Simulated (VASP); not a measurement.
The system is Si2N.

```
CELL_PARAMETERS angstrom
2.74631 0.00000 0.00000
0.00000 2.74631 0.00000
0.00000 0.00000 5.13229
ATOMIC_POSITIONS crystal
Si 0.50000 0.00000 0.24431
Si 0.00000 0.50000 0.75569
N 0.00000 0.00000 0.00000
```

The cell was built from a structure type or drawn by symmetry, and may not be a known phase.

```yaml
Program: VASP 6.6.1
Task: relaxation of cell and atoms
Functional: PBE
Potentials_or_basis: VASP PAW PBE potentials, release 64 (Si, N)
Cutoff: 600 eV
k_mesh: 16 × 16 × 10
Occupations: gaussian, width 0.1 eV
Spin: no spin polarisation
```

At the start: pressure 0.5 GPa; volume 12.90 Å³/atom.

**Question.** Where does the relaxation end?

**Answer.** Over 14 steps the energy falls by 12.3 meV/atom and the volume is 13.51 Å³/atom (+4.7 %); space group P-4m2 (No. 115, to 0.1 Å) before and after.

The path:
```
step  energy change (eV)  largest force (eV/Å)  pressure (GPa)  volume (Å³)
   1              0.0000                0.2358            0.51        38.71
   2             -0.0153                0.2330            0.47        38.94
   3             -0.0290                0.2229            0.50        39.33
   4             -0.0298                0.2209            0.56        39.43
   5             -0.0346                0.1599            1.41        39.98
   6             -0.0348                0.0904            1.25        39.88
   7             -0.0347                0.1046           -1.25        41.10
   8             -0.0367                0.0051           -0.02        40.48
   9             -0.0367                0.0071           -0.04        40.49
  10             -0.0367                0.0108           -0.03        40.51
  11             -0.0367                0.0159           -0.04        40.53
  12             -0.0368                0.0147           -0.04        40.52
  13             -0.0367                0.0239            0.17        40.50
  14             -0.0368                0.0013            0.02        40.52
```

Final structure:
```
Si N
1.0
     2.73478    0.00000    0.00000
     0.00000    2.73478    0.00000
     0.00000    0.00000    5.41729
Si N
2 1
Cartesian
  1.3674 0.0000 1.2578
  0.0000 1.3674 4.1594
  0.0000 0.0000 0.0000
```
